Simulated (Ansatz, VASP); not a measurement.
**ZnO in VASP and in Ansatz**

```
Zn O
1.0
     3.18298    0.00000    0.00000
    -1.59149    2.75654    0.00000
     0.00000    0.00000    5.09944
Zn O
2 2
Cartesian
  1.5915 0.9188 0.0000
  0.0000 1.8377 2.5497
  0.0000 1.8377 4.4825
  1.5915 0.9188 1.9327
```

Alike in both runs: task single point; functional PBE; dispersion D3(BJ); k mesh 9 × 9 × 5; occupations fermi-dirac, width 0.05 eV; no spin polarisation.

```csv
,VASP,Ansatz
version,VASP 6.6.1,Ansatz 0.2.0
potentials or method,"VASP PAW PBE potentials, release 64 (Zn, O)",Ansatz PAW
plane-wave cutoff (eV),520,420
valence electrons in the cell,36,36
```

VASP gave:

| Quantity | Value |
| --- | --- |
| gap on the k mesh at the Fermi level (eV) | 0.88 |
| least direct gap on the mesh (eV) | 0.88 |
| pressure (GPa) | 13.5 |
| traceless stress, the component that is largest in VASP (GPa) | 1.44 |
| rms of the force components (eV/Å) | 0.055 |

**Question.** What did Ansatz give for the same quantities?

**Answer.** gap on the k mesh at the Fermi level (eV): 0.89; least direct gap on the mesh (eV): 0.89; pressure (GPa): 12.0; traceless stress, the component that is largest in VASP (GPa): 1.41; rms of the force components (eV/Å): 0.053.

Atom by atom the forces differ by 0.002 eV/Å (rms over components).

Noted on Ansatz's run: odd divisions of the mesh miss points on the zone boundary, where band edges often lie, so the gap on the mesh can be too wide.
